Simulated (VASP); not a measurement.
# Bi (Im-3m) in VASP: notebook, part 2 of 2

VASP 6.6.1. The steps go on from the part before.

## Step 5: Single point, LDA

This run uses another cell than the first one, of 21.52 Å³/atom.

INCAR

```
PREC = Accurate
ENCUT = 520
EDIFF = 1E-6
ISMEAR = 0
SIGMA = 0.05
LREAL = F
LASPH = T
NELM = 80
ALGO = Normal
ISIF = 2
LWAVE = F
LCHARG = F
GGA = CA
NBANDS = 14
```

KPOINTS

```
regular mesh
0
Gamma
  20 20 20
```

POSCAR

```
Bi
1.0
   -1.7521264474      1.7521264474      1.7521264474
    1.7521264474     -1.7521264474      1.7521264474
    1.7521264474      1.7521264474     -1.7521264474
Bi
1
Direct
    0.0000000000      0.0000000000      0.0000000000
```

Potentials or basis: VASP PAW LDA potentials, release 64 (Bi_d).

Run with:

```console
cat potpaw_LDA.64/Bi_d/POTCAR > POTCAR
mpirun -np 1 vasp_std > vasp.out
```

OUTCAR:

```text
PREC = Accurate
   ENCUT = 520
   EDIFF = 1E-6
   ISMEAR = 0
   LREAL = F
   LASPH = T
   NELM = 80
   ISIF = 2
   GGA = CA

 ion  position               nearest neighbor table
   1  0.000  0.000  0.000-

  LATTYP: Found a body centered cubic cell.
 ALAT       =     3.5042528948

  Lattice vectors:

 A1 = (  -1.7521264474,   1.7521264474,   1.7521264474)
 A2 = (   1.7521264474,  -1.7521264474,   1.7521264474)
 A3 = (   1.7521264474,   1.7521264474,  -1.7521264474)

Analysis of symmetry for initial positions (statically):
=====================================================================
 Subroutine PRICEL returns:
 Original cell was already a primitive cell.

 Routine SETGRP: Setting up the symmetry group for a
 body centered cubic supercell.

 Subroutine GETGRP returns: Found 48 space group operations
 (whereof 48 operations were pure point group operations)
 out of a pool of 48 trial point group operations.

The static configuration has the point symmetry O_h .

Analysis of symmetry for dynamics (positions and initial velocities):
=====================================================================
 Subroutine PRICEL returns:
 Original cell was already a primitive cell.

 Routine SETGRP: Setting up the symmetry group for a
 body centered cubic supercell.

 Subroutine GETGRP returns: Found 48 space group operations
 (whereof 48 operations were pure point group operations)
 out of a pool of 48 trial point group operations.

The dynamic configuration has the point symmetry O_h .

 Subroutine INISYM returns: Found 48 space group operations
 (whereof 48 operations are pure point group operations),
 and found     1 'primitive' translations

----------------------------------------------------------------------------------------

                                     Primitive cell

  volume of cell :      21.5157

[... 111 lines left out ...]
   GGA     = CA    functional components
   LHFCALC =     F    Hartree Fock is set to
   AEXX    =    0.0000 exact exchange contribution
   IVDW    =     0    specifies the selected vdW correction
   LEPSILON=     F    determine dielectric tensor
   LRPA    =     F    only Hartree local field effects (RPA)
 non-spin polarized calculation
 Gauss-broadening in eV      SIGMA  =   0.05
  energy-cutoff  :      520.00
  volume of cell :       21.52
 maximum number of plane-waves:       603
   NGX = 11   NGY = 11   NGZ = 11

 number of electron      15.0000001 magnetization

 Free energy of the ion-electron system (eV)
  ---------------------------------------------------
  ext. energy  EPLUGINS =         0.00000000
  ---------------------------------------------------
  free energy    TOTEN  =        -3.71024211 eV

  energy without entropy =       -3.70938306  energy(sigma->0) =       -3.70981259

 E-fermi :  13.2985     XC(G=0): -12.4046

 val. band max:       13.2968343307   @ k =  -0.4500  -0.4500   0.0500
 cond. band min:      13.3000974508   @ k =   0.1500   0.1500   0.0000
 fundamental gap:      0.0032631202
 Fermi energy:        13.2984947073

 k-point     1 :       0.0000    0.0000    0.0000
  band No.  band energies     occupation
      1     -10.3533      2.00000
      2     -10.3533      2.00000
      3     -10.3533      2.00000
      4      -9.9454      2.00000
      5      -9.9454      2.00000
      6      -3.6061      2.00000
      7      21.5233      0.00000
      8      21.5233      0.00000
      9      21.5233      0.00000
     10      23.4834      0.00000
     11      23.4834      0.00000
     12      23.4834      0.00000
     13      27.8455      0.00000
     14      27.8456      0.00000
[... 377 lines left out ...]
      1     -10.4292      2.00000
      2     -10.3047      2.00000
      3     -10.0106      2.00000
      4      -9.9629      2.00000
      5      -9.9191      2.00000
      6      -0.9227      2.00000
      7      10.9791      2.00000
      8      15.5262      0.00000
      9      17.8565      0.00000
     10      22.2712      0.00000
     11      24.1864      0.00000
     12      24.7463      0.00000
     13      29.0133      0.00000
     14      30.5246      0.00000

 [... further k-points ...]

------------------------ aborting loop because EDIFF is reached ----------------------------------------

  FORCE on cell =-STRESS in cart. coord.  units (eV):
  Direction    XX          YY          ZZ          XY          YZ          ZX
  --------------------------------------------------------------------------------------
  -------------------------------------------------------------------------------------
  Total        5.5253043      5.5253043      5.5253043     -0.0000000      0.0000000      0.0000000
  in kB      411.4437418    411.4437418    411.4437418     -0.0000000      0.0000000      0.0000000
  external PRESSURE =     411.4437418 kB  Pullay stress =       0.0000000 kB

 VOLUME and BASIS-vectors are now :
 -----------------------------------------------------------------------------
  energy-cutoff  :      520.00
  volume of cell :       21.52
      direct lattice vectors                 reciprocal lattice vectors
    -1.752126447  1.752126447  1.752126447     0.000000000  0.285367532  0.285367532
     1.752126447 -1.752126447  1.752126447     0.285367532  0.000000000  0.285367532
     1.752126447  1.752126447 -1.752126447     0.285367532  0.285367532  0.000000000

 POSITION                                       TOTAL-FORCE (eV/Angst)
 -----------------------------------------------------------------------------------
      0.00000      0.00000      0.00000        -0.000000      0.000000      0.000000
 -----------------------------------------------------------------------------------
    total drift:                               -0.000000      0.000000      0.000000

  FREE ENERGIE OF THE ION-ELECTRON SYSTEM (eV)
  ---------------------------------------------------
  free  energy   TOTEN  =        -3.7102421147 eV

  energy  without entropy=       -3.7093830640  energy(sigma->0) =       -3.70981259
```

stdout:

```text
POSCAR found type information on POSCAR Bi
 POSCAR found :  1 types and       1 ions
 scaLAPACK will be used
 LDA part: xc-table for (Slater(with rela. corr.)+CA(PZ))
 , standard interpolation
 POSCAR, INCAR and KPOINTS ok, starting setup
 FFT: planning ... GRIDC
 FFT: planning ... GRID_SOFT
 FFT: planning ... GRID
 WAVECAR not read
 entering main loop
```

Run time: 18 s. Hardware: 1 thread of Intel Xeon 6975P-C (Granite Rapids), shared host; peak memory 0.18 GiB.

Results:

```
Free energy            : -3.7102 eV
Pressure               : 41.1 GPa
Band gap on the k mesh : zero (an odd number of electrons rules out a gap without spin polarisation)
```

Levels at points of the mesh, in eV from the Fermi level:
| k point | band 5 | band 6 | band 7 | band 8 | band 9 | band 10 | band 11 | band 12 |
| --- | --- | --- | --- | --- | --- | --- | --- | --- |
| (0.00, 0.00, 0.00) | -23.24 | -16.90 | 8.22 | 8.22 | 8.22 | 10.18 | 10.18 | 10.18 |
| (0.50, 0.00, 0.00) | -22.99 | -11.23 | -7.71 | 2.22 | 4.10 | 7.72 | 8.79 | 14.63 |
| (0.50, 0.50, 0.50) | -23.05 | -6.95 | -2.91 | -2.91 | -2.91 | 3.27 | 3.27 | 16.06 |

Caveat: the cell stands under pressure; spin-orbit coupling is left out, which moves the levels of the heavy elements.

## Step 6: Summary

```csv
cell,gap on the mesh (eV),pressure (GPa)
"a = 2.764 Å, angles 109.5°, 1 atom",none,152.2
"a = 2.855 Å, angles 109.5°, 1 atom",none,101.0
"a = 2.905 Å, angles 109.5°, 1 atom",none,79.8
"a = 3.035 Å, angles 109.5°, 1 atom",none,41.1
```

Alike in all rows: task single point; level LDA; potentials or basis VASP PAW LDA potentials, release 64 (Bi_d); no spin polarisation; k mesh 20 × 20 × 20; cutoff (eV) 520; smearing gaussian 0.05 eV.

Caveats: the cell stands under pressure; spin-orbit coupling is left out, which moves the levels of the heavy elements.

Total energies depend on the potentials used, so only differences within one code and one set of settings carry meaning.
